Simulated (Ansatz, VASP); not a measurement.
# InSe: VASP beside Ansatz

The input INCAR:

```
PREC = Accurate
ENCUT = 520
EDIFF = 1E-6
ISMEAR = -1
SIGMA = 0.02
LREAL = F
LASPH = T
NELM = 60
ALGO = Normal
ISIF = 2
LWAVE = F
LCHARG = F
GGA = PS
NBANDS = 27
```

The input KPOINTS:

```
Automatic mesh
0
Gamma
  7 7 6
```

File POSCAR:

```
InSe
1.0
    5.6918655963     -1.9933500000      0.0000000000
    5.6918655963      1.9933500000      0.0000000000
   -1.5514332253      0.0000000000      4.3236564064
In Se
2 2
Direct
    0.8840000000      0.8840000000      0.0050000000
    0.1160000000      0.1160000000      0.9950000000
    0.6600000000      0.6600000000      0.6420000000
    0.3400000000      0.3400000000      0.3580000000
```

Input for Ansatz:

```yaml
crystal:
  lattice:
    - [5.6918655963, -1.99335, 0.0]
    - [5.6918655963, 1.99335, 0.0]
    - [-1.5514332253, 0.0, 4.3236564064]
  atoms:
    - { symbol: In, position: [0.884, 0.884, 0.005] }
    - { symbol: In, position: [0.116, 0.116, 0.995] }
    - { symbol: Se, position: [0.66, 0.66, 0.642] }
    - { symbol: Se, position: [0.34, 0.34, 0.358] }
kpoints:
  mp_grid: { grid: [7, 7, 6] }
  band_path:
    path:
      - [0.0, 0.0, 0.0]
      - [-0.2846096743, 0.2846096743, 0.0]
      - [-0.7153903257, -0.2846096743, 0.0]
      - [-0.5, -0.5, 0.0]
      - [0.0, 0.0, 0.0]
      - [-0.5, -0.5, 0.5]
      - [-0.7443579733, -0.2556420267, 0.5]
      - [-0.2556420267, 0.2556420267, 0.5]
      - [0.0, 0.0, 0.5]
    npoints: 5
scf:
  occupations: { method: fermi_dirac, width: 0.02 }
hamiltonian:
  xc: pbesol
  pseudopotentials: { kind: all_electron, lapw: { basis_error: 0.0005 } }
output:
  forces: true
  stress: true
  eigenvalues: true
```

Change from the starting cell: equal xx and yy strain of -3 %.

Alike in both runs: task single point; functional PBEsol; k mesh 7 × 7 × 6; occupations fermi-dirac, width 0.02 eV; no spin polarisation.

|  | VASP | Ansatz |
| --- | --- | --- |
| version | VASP 6.6.1 | Ansatz 0.2.0 |
| potentials or method | VASP PAW PBE potentials, release 64 (In_d, Se), cutoff 520 eV | all-electron LAPW, scalar-relativistic |

Ansatz gave:

```
gap on the k mesh at the Fermi level (eV)                     : 1.11
pressure (GPa)                                                : 4.2
traceless stress, the component that is largest in VASP (GPa) : 4.04
rms of the force components (eV/Å)                            : 0.452
```

Question: Estimate VASP's values.

Answer: gap on the k mesh at the Fermi level (eV): 1.10; pressure (GPa): 4.3; traceless stress, the component that is largest in VASP (GPa): 4.04; rms of the force components (eV/Å): 0.454.

VASP's potentials were made for PBE, not for PBEsol. Atom by atom the forces differ by 0.011 eV/Å (rms over components). Ansatz ran all-electron here, and VASP with PAW potentials.
